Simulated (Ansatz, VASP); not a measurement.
## Te3Pd in VASP and in Ansatz

```
Te Pd
1.0
     4.79687    0.00000    0.00000
     0.00000    4.79687    0.00000
     0.00000    0.00000    4.79687
Te Pd
3 1
Cartesian
  0.0000 2.3984 2.3984
  2.3984 0.0000 2.3984
  2.3984 2.3984 0.0000
  0.0000 0.0000 0.0000
```

Alike in both runs: task relaxation of cell and atoms; functional PBE; k mesh 10 × 10 × 10; occupations gaussian, width 0.1 eV; no spin polarisation.

```csv
,VASP,Ansatz
version,VASP 6.6.1,Ansatz 0.2.0
potentials or method,"VASP PAW PBE potentials, release 64 (Te, Pd), cutoff 600 eV","scalar-relativistic, plane waves, PAW"
valence electrons in the cell,28,66
```

```csv
,VASP,Ansatz,Ansatz less VASP
"gap on the k mesh at the Fermi level, each at its own relaxed structure (eV)",none,none,-
relaxed volume (Å³/atom),25.29,25.34,+0.053
relaxed cell length with the largest relative difference (Å),4.659,4.662,+0.0033
```

A gap of «none» marks a metal or a gap that the smearing closes. VASP's potentials hold 28 valence electrons a cell and Ansatz's 66, so a difference there can come from the potentials and not from the codes.

Spin-orbit coupling is off throughout.
